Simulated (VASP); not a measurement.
Here is a VASP 6.6.1 calculation.

File POSCAR:

```
C
1.0
    6.1765885606      0.0000000001      0.0000000000
   -3.0882942803      5.3490826021      0.0000000000
    0.0000000000      0.0000000000      1.3253753355
C
3
Direct
    0.0000000000      1.0000000000      0.0000000000
    0.3333333333      0.6666666667      0.5000000000
    0.6666666667      0.3333333333      0.5000000000
```

Contents of INCAR.step1:

```
  ALGO = Normal
  EDIFF = 1E-4
  ENCUT = 520
  GGA = PE
  ISMEAR = -1
  LASPH = True
  LCHARG = False
  LREAL = False
  LWAVE = True
  NBANDS = 13
  NELM = 60
  PREC = Accurate
  SIGMA = 0.1
```

File INCAR.step2:

```
  ALGO = Normal
  EDIFF = 1E-6
  ENCUT = 520
  ISIF = 2
  ISMEAR = -1
  ISTART = 1
  LASPH = True
  LCHARG = False
  LMIXTAU = True
  LREAL = False
  LWAVE = False
  METAGGA = R2SCAN
  NBANDS = 13
  NELM = 60
  PREC = Accurate
  SIGMA = 0.1
```

The input KPOINTS:

```
k-points
0
Gamma
  7 7 27
```

Potentials or basis: VASP PAW PBE potentials, release 64 (C).

Run with:

```bash
$ cat potpaw_PBE.64/C/POTCAR > POTCAR
$ cp INCAR.step1 INCAR
$ mpirun -np 1 vasp_std > vasp.out
$ cp INCAR.step2 INCAR
$ mpirun -np 1 vasp_std > vasp.out
```

Question: Estimate the band gap on the k mesh.

Answer: Zero (bands 6 and 7 overlap by 13.74 eV).

Question: Predict the pressure.

Answer: -16.7 GPa.

Stress tensor (GPa, compression positive):
```
  0.31   0.00   0.00
  0.00   0.31   0.00
  0.00   0.00 -50.64
```

Caveat: the cell stands under tension; the PAW data sets were made with another functional, which shifts forces and pressure a little.
